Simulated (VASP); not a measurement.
The system is BiTe3O.

```
Bi Te O
1.0
     4.45960    0.00000    0.00000
     0.00000    4.45960    0.00000
     0.00000    0.00000    7.14702
Bi Te O
1 3 1
Direct
  0.50000 0.50000 0.47574
  0.00000 0.00000 0.32378
  0.50000 0.00000 0.84312
  0.00000 0.50000 0.84312
  0.00000 0.00000 0.79424
```

The cell was built from a structure type or drawn by symmetry, and may not be a known phase.

| Property | Result |
| --- | --- |
| Program | VASP 6.6.1 |
| Task | relaxation of cell and atoms |
| Functional | PBE |
| Potentials or basis | VASP PAW PBE potentials, release 64 (Bi_d, Te, O) |
| Cutoff | 600 eV |
| k mesh | 8 × 8 × 6 |
| Occupations | gaussian, width 0.1 eV |
| Spin | no spin polarisation |

At the start: pressure 0.1 GPa; volume 28.43 Å³/atom.

Q: Where does the relaxation end?

A: Over 13 steps the energy falls by 9.2 meV/atom and the volume is 27.90 Å³/atom (-1.8 %); space group P4mm (No. 99, to 0.1 Å) before and after.

The path:
```tsv
step	energy change (eV)	largest force (eV/Å)	pressure (GPa)	volume (Å³)
1	0.0000	0.3872	0.06	142.14
2	-0.0279	0.2758	-0.51	142.36
3	-0.0367	0.1538	-0.95	142.53
4	-0.0415	0.1165	0.56	138.59
5	-0.0452	0.0298	-0.06	140.12
6	-0.0454	0.0295	-0.01	140.03
7	-0.0454	0.0293	0.02	139.97
8	-0.0455	0.0214	-0.02	140.03
9	-0.0456	0.0207	-0.09	140.10
10	-0.0457	0.0160	-0.08	140.00
11	-0.0458	0.0015	-0.01	139.70
12	-0.0458	0.0055	0.02	139.55
13	-0.0459	0.0093	-0.01	139.52
```

Final structure:
```yaml
crystal:
  lattice:
    - [4.49941, 0.00000, 0.00000]
    - [0.00000, 4.49941, 0.00000]
    - [0.00000, 0.00000, 6.89181]
  atoms:
    - { symbol: Bi, position: [0.50000, 0.50000, 0.48327] }
    - { symbol: Te, position: [0.00000, 0.00000, 0.32013] }
    - { symbol: Te, position: [0.50000, 0.00000, 0.84152] }
    - { symbol: Te, position: [0.00000, 0.50000, 0.84152] }
    - { symbol: O, position: [0.00000, 0.00000, 0.79355] }
```

Caveat: this functional lacks dispersion, which binds the layers, so the pressure and a relaxed spacing across them are unreliable; an odd number of electrons without spin polarisation forces a metal; a magnetic or distorted state may lie lower.
